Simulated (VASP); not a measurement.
# HfO2 in VASP: notebook

The runs below take HfO2 through single point, with PBE.

Everything below comes from runs of VASP 6.6.1. Logs are shortened: lines on timing, memory, paths and dates and some standing lists are left out, and cuts for length are marked.

## Step 1: The cell of the first run

The cell holds an amorphous packing of atoms, 15 atoms: a = 5.863 Å, b = 5.416 Å, c = 5.761 Å, α = 90.41°, β = 93.48°, γ = 87.37°.

## Step 2: Single point, PBE

Contents of INCAR:

```
SYSTEM = HfO2
  ALGO = Normal
  EDIFF = 1E-6
  ENCUT = 520
  GGA = PE
  ISIF = 2
  ISMEAR = -1
  ISYM = 0
  LASPH = .True.
  LCHARG = .False.
  LREAL = Auto
  LWAVE = .False.
  NBANDS = 68
  NELM = 60
  PREC = Accurate
  SIGMA = 0.1034
```

Contents of KPOINTS:

```
k-points
0
Gamma
  1 1 1
  0 0 0
```

Contents of POSCAR:

```
HfO2
1.0
    5.8586830000      0.1288100000     -0.1763910000
    0.1288100000      5.4147420000     -0.0179830000
   -0.1763910000     -0.0179830000      5.7582330000
Hf O
5 10
Direct
    0.8470238278      0.6572283023      0.2508386369
    0.8223709356      0.2017962775      0.8266351386
    0.2926990602      0.3196704832      0.6620562444
    0.3193298280      0.9502490846      0.1274261109
    0.5521556753      0.7626387772      0.6392365201
    0.0596230610      0.4647066436      0.4538523868
    1.1357361643      0.2658358112      0.9536510876
    0.2987013350     -0.0064122259      0.4670616691
    0.7349434647      0.5665591728      0.9179678638
    0.9650298874      0.9368987694      0.0881174550
    0.5452335234      0.0592145304      0.8948971223
    0.5130894930      0.6685471955      0.2742387904
    0.5988345067      0.3936619198      0.5521661315
    0.8364779723      0.9553951461      0.5710366456
    0.2880549039      0.7169117720      0.7992345077
```

Potentials or basis: VASP PAW PBE potentials, release 64 (Hf_pv, O).

Started as:

```sh
> cat potpaw_PBE.64/Hf_pv/POTCAR potpaw_PBE.64/O/POTCAR > POTCAR
> mpirun -np 1 vasp_gam > vasp.out
```

OUTCAR:

```text
SYSTEM = HfO2
   EDIFF = 1E-6
   ENCUT = 520
   GGA = PE
   ISIF = 2
   ISMEAR = -1
   ISYM = 0
   LASPH = .True.
   LREAL = Auto
   NELM = 60
   PREC = Accurate

 ion  position               nearest neighbor table
   1  0.847  0.657  0.251-   6 1.93  10 1.96  12 1.97   9 2.05  14 2.44  13 2.78   5 2.95   4 3.37
                             4 3.45   2 3.46   3 3.83   2 3.84   5 3.86
   2  0.822  0.202  0.827-  11 1.89   7 1.98  14 1.98   9 2.09  10 2.19  13 2.22   3 3.07   5 3.07
                             3 3.23   1 3.46   5 3.51   4 3.52   4 3.82   1 3.84
   3  0.293  0.320  0.662-   6 1.91   7 1.99  13 2.00   8 2.09  15 2.29  11 2.36   5 2.91   2 3.07
                             2 3.23   5 3.32   4 3.35   4 3.67   1 3.83
   4  0.319  0.950  0.127-   8 1.98  12 2.02  11 2.05  10 2.08   7 2.19  15 2.27   5 3.32   5 3.33
                             3 3.35   1 3.37   1 3.45   2 3.52   3 3.67   2 3.82
   5  0.552  0.763  0.639-  15 1.88  14 2.07  13 2.07   8 2.10   9 2.14  12 2.16  11 2.17   3 2.91
                             1 2.95   2 3.07   4 3.32   3 3.32   4 3.33   2 3.51   1 3.86
   6  0.060  0.465  0.454-   3 1.91   1 1.93
   7  0.136  0.266  0.954-   2 1.98   3 1.99   4 2.19
   8  0.299  0.994  0.467-   4 1.98   3 2.09   5 2.10
   9  0.735  0.567  0.918-   1 2.05   2 2.09   5 2.14
  10  0.965  0.937  0.088-   1 1.96   4 2.08   2 2.19
  11  0.545  0.059  0.895-   2 1.89   4 2.05   5 2.17   3 2.36
  12  0.513  0.669  0.274-   1 1.97   4 2.02   5 2.16
  13  0.599  0.394  0.552-   3 2.00   5 2.07   2 2.22   1 2.78
  14  0.836  0.955  0.571-   2 1.98   5 2.07   1 2.44
  15  0.288  0.717  0.799-   5 1.88   4 2.27   3 2.29

IMPORTANT INFORMATION: All symmetrisations will be switched off!
NOSYMM: (Re-)initialisation of all symmetry stuff for point group C_1.

----------------------------------------------------------------------------------------

                                     Primitive cell

  volume of cell :     182.4048

  direct lattice vectors                    reciprocal lattice vectors
     5.858683000  0.128810000 -0.176391000     0.170933113 -0.004048939  0.005223521
     0.128810000  5.414742000 -0.017983000    -0.004048939  0.184778830  0.000453035
    -0.176391000 -0.017983000  5.758233000     0.005223521  0.000453035  0.173825812

  length of vectors
     5.862752962  5.416303752  5.760962112     0.171060832  0.184823741  0.173904869

  position of ions in fractional coordinates (direct lattice)
     0.847023828  0.657228302  0.250838637
     0.822370936  0.201796278  0.826635139
     0.292699060  0.319670483  0.662056244
     0.319329828  0.950249085  0.127426111
     0.552155675  0.762638777  0.639236520
     0.059623061  0.464706644  0.453852387
     0.135736164  0.265835811  0.953651088
[... 95 lines left out ...]
  volume/ion in A,a.u.               =      12.16        82.06
  Fermi-wavevector in a.u.,A,eV,Ry     =   1.383121  2.613720 26.028282  1.913025
  Thomas-Fermi vector in A             =   2.507749
   LORBIT       =      0    0 simple, 1 ext, 2 COOP (PROOUT), +10 PAW based schemes
   GGA     = PE    functional components
   LHFCALC =     F    Hartree Fock is set to
   AEXX    =    0.0000 exact exchange contribution
   IVDW    =     0    specifies the selected vdW correction
   LEPSILON=     F    determine dielectric tensor
   LRPA    =     F    only Hartree local field effects (RPA)
 non-spin polarized calculation
  energy-cutoff  :      520.00
  volume of cell :      182.40
 maximum number of plane-waves:      2461
 NGX is ok and might be reduce to    42
   NGX = 21   NGY = 21   NGZ = 21

 number of electron     110.0000020 magnetization

 Free energy of the ion-electron system (eV)
  ---------------------------------------------------
  ext. energy  EPLUGINS =         0.00000000
  ---------------------------------------------------
  free energy    TOTEN  =      -144.54719149 eV

  energy without entropy =     -144.54719064  energy(sigma->0) =     -144.54719106

 E-fermi :   4.4047     XC(G=0): -10.9773

 val. band max:        2.7204266687   @ k =   0.0000   0.0000   0.0000
 cond. band min:       6.0549434468   @ k =   0.0000   0.0000   0.0000
 fundamental gap:      3.3345167781
 Fermi energy:         4.4047029753

 k-point     1 :       0.0000    0.0000    0.0000
  band No.  band energies     occupation
      1     -27.2400      2.00000
      2     -27.1831      2.00000
      3     -27.0994      2.00000
      4     -26.9969      2.00000
      5     -26.8536      2.00000
      6     -26.7930      2.00000
[... 59 lines left out ...]
     66       9.1449      0.00000
     67       9.3962      0.00000
 [bands above 67 left out]

------------------------ aborting loop because EDIFF is reached ----------------------------------------

  FORCE on cell =-STRESS in cart. coord.  units (eV):
  Direction    XX          YY          ZZ          XY          YZ          ZX
  --------------------------------------------------------------------------------------
  -------------------------------------------------------------------------------------
  Total       34.8099362     18.2727222     11.0505205      9.1955735     -7.0854848     -8.7304518
  in kB      305.7577790    160.5009248     97.0637405     80.7705629    -62.2363128    -76.6851034
  external PRESSURE =     187.7741481 kB  Pullay stress =       0.0000000 kB

 VOLUME and BASIS-vectors are now :
 -----------------------------------------------------------------------------
  energy-cutoff  :      520.00
  volume of cell :      182.40
      direct lattice vectors                 reciprocal lattice vectors
     5.858683000  0.128810000 -0.176391000     0.170933113 -0.004048939  0.005223521
     0.128810000  5.414742000 -0.017983000    -0.004048939  0.184778830  0.000453035
    -0.176391000 -0.017983000  5.758233000     0.005223521  0.000453035  0.173825812

 POSITION                                       TOTAL-FORCE (eV/Angst)
 -----------------------------------------------------------------------------------
      5.00286      3.66332      1.28316        -0.459042      0.371362     -1.259937
      4.69819      1.18374      4.61127         1.075941      1.624275     -1.497293
      1.63923      1.75673      3.75490         0.224574      0.440905     -1.333475
      1.97078      5.18420      0.66033        -2.580543      0.015843     -2.225193
      3.22039      4.18912      3.56976         1.163750     -0.396319     -0.911806
      0.32912      2.51578      2.59451        -0.194227     -0.588433     -0.107579
      0.66126      1.43977      5.46262         2.171147      0.663412      0.485979
      1.79559      5.41010      2.61889         0.575137      1.987184      0.268068
      4.21686      3.14593      5.14605         1.549262     -1.094401      1.122177
      5.75894      5.19579      0.32033         0.002135     -0.749408      0.934326
      3.04413      0.37477      5.05579        -2.112943     -0.248190      1.923272
      3.04377      3.68117      1.47660         0.138899      1.927313     -0.703005
      3.46169      2.19878      3.06679         0.301111     -1.462266      1.487030
      4.92300      5.27070      3.12343        -0.552461     -0.542857     -0.733113
      1.63899      3.90462      4.53848        -1.302739     -1.948422      2.550549
 -----------------------------------------------------------------------------------
    total drift:                                0.006473     -0.012560      0.000521

  FREE ENERGIE OF THE ION-ELECTRON SYSTEM (eV)
  ---------------------------------------------------
  free  energy   TOTEN  =      -144.5471914856 eV

  energy  without entropy=     -144.5471906428  energy(sigma->0) =     -144.54719106
```

OSZICAR:

```text
N       E                     dE             d eps       ncg     rms          rms(c)
DAV:   1     0.100703789241E+04    0.10070E+04   -0.71877E+04   136   0.170E+03
DAV:   2    -0.975161853009E+02   -0.11046E+04   -0.10481E+04   164   0.461E+02
DAV:   3    -0.171007809966E+03   -0.73492E+02   -0.72902E+02   160   0.109E+02
DAV:   4    -0.172495343730E+03   -0.14875E+01   -0.14834E+01   168   0.167E+01
DAV:   5    -0.172518931248E+03   -0.23588E-01   -0.23540E-01   160   0.205E+00    0.143E+02
DAV:   6    -0.145030287916E+03    0.27489E+02   -0.14529E+02   152   0.453E+01    0.113E+02
DAV:   7    -0.144639056996E+03    0.39123E+00   -0.10000E+01   160   0.146E+01    0.539E+01
DAV:   8    -0.144586763183E+03    0.52294E-01   -0.10564E+00   184   0.494E+00    0.918E+00
DAV:   9    -0.144545038789E+03    0.41724E-01   -0.18955E-01   160   0.237E+00    0.454E+00
DAV:  10    -0.144547972438E+03   -0.29336E-02   -0.48565E-02   160   0.103E+00    0.996E-01
DAV:  11    -0.144546557723E+03    0.14147E-02   -0.81617E-03   160   0.561E-01    0.640E-01
DAV:  12    -0.144546976196E+03   -0.41847E-03   -0.12931E-03   160   0.160E-01    0.258E-01
DAV:  13    -0.144547153859E+03   -0.17766E-03   -0.30531E-04   160   0.802E-02    0.704E-02
DAV:  14    -0.144547184954E+03   -0.31095E-04   -0.46571E-05   152   0.362E-02    0.718E-02
DAV:  15    -0.144547190655E+03   -0.57003E-05   -0.14821E-05   160   0.195E-02    0.329E-02
DAV:  16    -0.144547191486E+03   -0.83080E-06   -0.75018E-06   152   0.136E-02
   1 F= -.14454719E+03 E0= -.14454719E+03  d E =-.842881E-06
```

stdout:

```text
POSCAR found type information on POSCAR HfO
 POSCAR found :  2 types and      15 ions
 scaLAPACK will be used
 LDA part: xc-table for (Slater+PW92), standard interpolation
 POSCAR, INCAR and KPOINTS ok, starting setup
 FFT: planning ... GRIDC
 FFT: planning ... GRID_SOFT
 FFT: planning ... GRID
 WAVECAR not read
 entering main loop
```

Wall time 69 s (1 thread of AMD EPYC 7R13, shared host); peak memory 0.24 GiB.

What came out:

```yaml
Free_energy: -144.5472 eV
Pressure: 18.8 GPa
Largest_force: 3.464 eV/Å
Band_gap_on_the_k_mesh: 3.33 eV
```

Forces on the atoms (eV/Å):
```
Hf  -0.459  0.371 -1.260
Hf   1.076  1.624 -1.497
Hf   0.225  0.441 -1.333
Hf  -2.581  0.016 -2.225
Hf   1.164 -0.396 -0.912
O   -0.194 -0.588 -0.108
O    2.171  0.663  0.486
O    0.575  1.987  0.268
O    1.549 -1.094  1.122
O    0.002 -0.749  0.934
O   -2.113 -0.248  1.923
O    0.139  1.927 -0.703
O    0.301 -1.462  1.487
O   -0.552 -0.543 -0.733
O   -1.303 -1.948  2.551
```

Stress tensor (GPa, compression positive):
```
30.58  8.08 -7.67
 8.08 16.05 -6.22
-7.67 -6.22  9.71
```

Caveat: the k points lie up to 1.16 Å⁻¹ apart; spin-orbit coupling is left out, which moves the levels of the heavy elements.

## Step 3: Single point, PBE

Contents of INCAR:

```
SYSTEM = HfO2
ALGO = Normal
EDIFF = 1E-7
ENCUT = 520
GGA = PE
ISIF = 2
ISMEAR = -1
ISYM = 0
LASPH = .True.
LCHARG = .False.
LREAL = Auto
LWAVE = .False.
NBANDS = 68
NELM = 100
PREC = Accurate
SIGMA = 0.05
```

KPOINTS is that of step 2.

Contents of POSCAR:

```
HfO2
1.0
    5.8586830000      0.1288100000     -0.1763910000
    0.1288100000      5.4147420000     -0.0179830000
   -0.1763910000     -0.0179830000      5.7582330000
Hf O
5 10
Direct
    0.8431488510      0.6718748531      0.2471216768
    0.8481560558      0.2058434367      0.8219475970
    0.2886645183      0.3422325564      0.6530541906
    0.3024523926      0.9483461460      0.1159762012
    0.5647628620      0.7627780519      0.6657653700
    0.0374724445      0.4396708512      0.4409191853
    0.1640042068      0.2588139409      0.9373351369
    0.3240184039      1.0097488321      0.4790202556
    0.7963926134      0.5765787710      0.9206817622
    0.9604589352      0.9647773726      0.1085622800
    0.5607229074      0.0617642403      0.9327778471
    0.5186680208      0.6784222394      0.2669755527
    0.6143402694      0.3768934207      0.5802593901
    0.8505176723      0.9356988063      0.5842633208
    0.3191610133      0.6689404439      0.8741059430
```

Potentials or basis: VASP PAW PBE potentials, release 64 (Hf_pv, O).

Started as:

```sh
> cat potpaw_PBE.64/Hf_pv/POTCAR potpaw_PBE.64/O/POTCAR > POTCAR
> mpirun -np 1 vasp_gam > vasp.out
```

It took 73 s on 1 thread of AMD EPYC 7R13, shared host; peak memory 0.24 GiB.

Results (log left out):

```
Free energy            : -145.6400 eV
Pressure               : 18.1 GPa
Largest force          : 3.096 eV/Å
Band gap on the k mesh : 3.28 eV
```

Forces in eV/Å, atoms in the order of the input:
```
Hf  -0.094 -0.636  0.622
Hf  -2.579 -0.060  0.597
Hf   1.779 -0.695 -2.436
Hf   0.739  0.182  1.053
Hf   0.835  0.205 -1.237
O    0.233  0.180  0.130
O    0.288 -0.553  1.336
O    0.129 -0.124  0.229
O    0.182 -0.878 -0.320
O    0.107  0.343  0.085
O    0.097 -0.032 -0.810
O    0.050  0.573  1.823
O   -0.729  1.457  0.276
O   -0.811 -0.426 -0.423
O   -0.227  0.466 -0.923
```

Stress tensor (GPa, compression positive):
```
31.61  7.83 -3.85
 7.83 15.71 -6.21
-3.85 -6.21  6.84
```

Levels at points of the mesh, in eV from the valence-band top:
| k point | band 52 | band 53 | band 54 | band 55 | band 56 | band 57 | band 58 | band 59 |
| --- | --- | --- | --- | --- | --- | --- | --- | --- |
| (0.00, 0.00, 0.00) | -0.74 | -0.63 | -0.45 | 0.00 | 3.28 | 4.02 | 4.35 | 5.11 |

Caveat: the k points lie up to 1.16 Å⁻¹ apart; spin-orbit coupling is left out, which moves the levels of the heavy elements.
